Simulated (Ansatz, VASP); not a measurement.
ZrB: VASP beside Ansatz

```
Zr B
1.0
     1.96143   -1.98572    0.00000
     1.96143    1.98572    0.00000
     0.00000    0.00000    4.01395
Zr B
1 1
Direct
  0.00000 0.00000 0.50000
  0.50000 0.50000 0.50000
```

Alike in both runs: task relaxation of cell and atoms; functional RPBE; k mesh 10 × 10 × 7; occupations fermi-dirac, width 0.05 eV; no spin polarisation.

```csv
,VASP,Ansatz
version,VASP 6.6.1,Ansatz 0.2.0
potentials or method,"VASP PAW PBE potentials, release 64 (Zr_sv, B)",Ansatz PAW
plane-wave cutoff (eV),600,420
valence electrons in the cell,15,15
```

Ansatz gave:

- gap on the k mesh at the Fermi level, each at its own relaxed structure (eV): none
- relaxed volume (Å³/atom): 17.59
- relaxed cell length with the largest relative difference (Å): 3.001

Task: Which values does VASP return?

Result: gap on the k mesh at the Fermi level, each at its own relaxed structure (eV): none; relaxed volume (Å³/atom): 17.60; relaxed cell length with the largest relative difference (Å): 3.002.

VASP's potentials were made for PBE, not for RPBE. A gap of «none» marks a metal or a gap that the smearing closes.

Noted on Ansatz's run: the plane-wave basis is chosen anew once the cell has moved, so the energies of steps on either side of that aren't comparable.
